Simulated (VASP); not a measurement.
# CuO: single point with PBE

CuO:

```
Cu O
1.0
     4.16430    0.00000    0.00000
     0.00000    4.17588    0.00000
     0.00000    0.00000    5.46034
Cu O
4 4
Direct
  0.25000 0.25000 0.50000
  0.25000 0.75000 0.00000
  0.75000 0.75000 0.50000
  0.75000 0.25000 0.00000
  0.50000 0.00000 0.75000
  0.50000 0.00000 0.25000
  0.00000 0.50000 0.75000
  0.00000 0.50000 0.25000
```

This cell differs from its parent crystal: strain along c alone, the other axes held: +6.0 %.

```yaml
Program: VASP 6.6.1
Task: single point
Functional: PBE
Potentials_or_basis: VASP PAW PBE potentials, release 64 (Cu, O)
Cutoff: 520 eV
k_mesh: 8 × 8 × 8
Occupations: gaussian, width 0.1 eV
Spin: no spin polarisation
```

| Quantity | Value |
| --- | --- |
| Pressure | -9.0 GPa |
| Band gap on the k mesh | zero (bands 34 and 35 overlap by 1.01 eV) |

Stress tensor (GPa, compression positive):
```
 -5.29   0.00   0.00
  0.00  -5.34   0.00
  0.00   0.00 -16.44
```

Levels at points of the mesh, in eV from the Fermi level:
```csv
k point,band 32,band 33,band 34,band 35,band 36,band 37
"(0.00, 0.00, 0.00)",-1.01,-1.01,0.58,0.59,1.08,1.22
"(0.50, 0.00, 0.00)",-1.40,-0.55,-0.55,0.55,0.55,3.86
"(0.00, 0.50, 0.00)",-1.40,-0.55,-0.55,0.55,0.55,3.85
"(0.50, 0.50, 0.00)",-1.27,0.17,0.17,0.40,0.40,3.56
"(0.00, 0.00, 0.50)",-1.20,-0.44,-0.44,0.11,0.11,3.34
"(0.50, 0.00, 0.50)",-1.59,-0.43,-0.43,-0.43,-0.43,4.77
"(0.00, 0.50, 0.50)",-1.59,-0.43,-0.43,-0.43,-0.43,4.77
"(0.50, 0.50, 0.50)",-1.65,-0.16,-0.16,0.60,0.60,4.31
```

It took 12 min on 1 thread of Intel Xeon 8259CL, on a shared host, peak memory 0.47 GiB.

Caveat: the cell differs from its parent crystal (strain along c alone, the other axes held: +6.0 %); the stress differs along the axes, from -16 to -5 GPa; semilocal functionals often make such compounds metallic where correlation or magnetic order opens a gap, which also shifts bond lengths.
